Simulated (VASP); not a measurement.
**Os: single point with PBEsol**

Os:

```
Os
1.0
     2.70716    0.00000    0.00000
    -1.35358    2.34447    0.00000
     0.00000    0.00000    4.28301
Os
2
Direct
  0.66667 0.33333 0.75000
  0.33333 0.66667 0.25000
```

```json
{
 "Program": "VASP 6.6.1",
 "Task": "single point",
 "Functional": "PBEsol",
 "Potentials or basis": "VASP PAW PBE potentials, release 64 (Os)",
 "Cutoff": "520 eV",
 "k mesh": "11 × 11 × 6",
 "Occupations": "fermi-dirac, width 0.05 eV",
 "Spin": "no spin polarisation"
}
```

| Property | Result |
| --- | --- |
| Pressure | 10.8 GPa |
| Band gap on the k mesh | zero (bands 8 and 9 overlap by 4.08 eV) |

Stress tensor (GPa, compression positive):
```
10.87  0.00  0.00
 0.00 10.87  0.00
 0.00  0.00 10.78
```

Levels at points of the mesh, in eV from the Fermi level:
| k point | band 5 | band 6 | band 7 | band 8 | band 9 | band 10 | band 11 | band 12 |
| --- | --- | --- | --- | --- | --- | --- | --- | --- |
| (0.00, 0.00, 0.00) | -2.91 | -2.27 | -2.27 | -1.57 | -1.57 | 0.03 | 1.82 | 1.82 |
| (0.00, 0.00, 0.50) | -3.35 | -3.35 | -3.35 | -3.35 | 1.00 | 1.00 | 1.00 | 1.00 |

Run time: 37 s on 1 thread of Intel Xeon 8259CL, with other jobs on the host, peak memory 0.15 GiB.

Caveat: the cell stands under pressure; the PAW data sets were made with another functional, which shifts forces and pressure a little; spin-orbit coupling is left out, which moves the levels of the heavy elements.
